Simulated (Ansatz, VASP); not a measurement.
# Two plane-wave programs on CaS

File POSCAR:

```
CaS
1.0
    0.0000000000      2.8430000000      2.8430000000
    2.8430000000      0.0000000000      2.8430000000
    2.8430000000      2.8430000000      0.0000000000
Ca S
1 1
Direct
    0.0000000000      0.0000000000      0.0000000000
    0.5000000000      0.5000000000      0.5000000000
```

The input INCAR.step1:

```
SYSTEM = CaS
PREC = Accurate ; ENCUT = 550
ISMEAR = 0 ; SIGMA = 0.01
LREAL = .FALSE. ; LASPH = .TRUE.
NELM = 120 ; NBANDS = 15
GGA = PE ; ALGO = Normal
EDIFF = 1E-5 ; LWAVE = .TRUE.
LCHARG = .FALSE. ; GGA_COMPAT = .FALSE.
```

Contents of INCAR.step2:

```
SYSTEM = CaS
PREC = Accurate ; ENCUT = 550
EDIFF = 1E-6 ; ISMEAR = 0
SIGMA = 0.01 ; LREAL = .FALSE.
LASPH = .TRUE. ; NELM = 120
ALGO = Normal ; ISIF = 2
LWAVE = .FALSE. ; LCHARG = .FALSE.
METAGGA = R2SCAN ; LMIXTAU = .TRUE.
NBANDS = 15 ; ISTART = 1
GGA_COMPAT = .FALSE.
```

KPOINTS

```
regular mesh
0
G
  5 5 5
  0 0 0
```

Input for Ansatz:

```yaml
crystal:
  lattice:
    - [0.0, 2.843, 2.843]
    - [2.843, 0.0, 2.843]
    - [2.843, 2.843, 0.0]
  atoms:
    - { symbol: Ca, position: [0.0, 0.0, 0.0] }
    - { symbol: S, position: [0.5, 0.5, 0.5] }
basis:
  ecutwfc: 600.0
kpoints:
  mp_grid:
    grid: [5, 5, 5]
hamiltonian:
  xc: r2scan
scf:
  occupations:
    method: fixed
output:
  stress: true
```

Alike in both runs: task single point; functional r2SCAN; k mesh 5 × 5 × 5; no spin polarisation.

|  | VASP | Ansatz |
| --- | --- | --- |
| version | VASP 6.6.1 | Ansatz 0.2.0 |
| potentials or method | VASP PAW PBE potentials, release 64 (Ca_sv, S), cutoff 550 eV | plane waves, PAW |
| occupations | gaussian, width 0.01 eV | fixed |
| valence electrons in the cell | 16 | 16 |

|  | VASP | Ansatz | Ansatz less VASP |
| --- | --- | --- | --- |
| pressure (GPa) | 0.7 | 0.3 | -0.31 |

VASP's potentials were made for PBE, not for r2SCAN.
